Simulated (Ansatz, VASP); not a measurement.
One calculation of BN, two programs

```xyz
2
Lattice="0.0000 1.8123 1.8939 1.8123 0.0000 1.8939 1.8123 1.8123 0.0000" Properties=species:S:1:pos:R:3 pbc="T T T"
B     0.0000    0.0000    0.0000
N     2.7185    2.7185    2.8409
```

Change from the starting cell: strain +0.0450 x Voigt [0, 0, 1, 0, 0, 0], atoms carried along.

Alike in both runs: task single point; functional PBE; k mesh 12 × 12 × 12; occupations gaussian, width 0.05 eV; no spin polarisation.

|  | VASP | Ansatz |
| --- | --- | --- |
| version | VASP 6.6.1 | Ansatz 0.2.0 |
| potentials or method | VASP PAW PBE potentials, release 64 (B, N), cutoff 520 eV | scalar-relativistic, plane waves, PAW |
| valence electrons in the cell | 8 | 8 |

Ansatz gave:

| Item | Value |
| --- | --- |
| gap on the k mesh at the Fermi level (eV) | 4.03 |
| least direct gap on the mesh (eV) | 8.34 |
| pressure (GPa) | -15.1 |
| traceless stress, the component that is largest in VASP (GPa) | -18.20 |

Q: Which values does VASP return?

A: gap on the k mesh at the Fermi level (eV): 4.02; least direct gap on the mesh (eV): 8.33; pressure (GPa): -15.0; traceless stress, the component that is largest in VASP (GPa): -18.22.

The functional is the same, so the differences come from potentials, cutoffs and numerics.
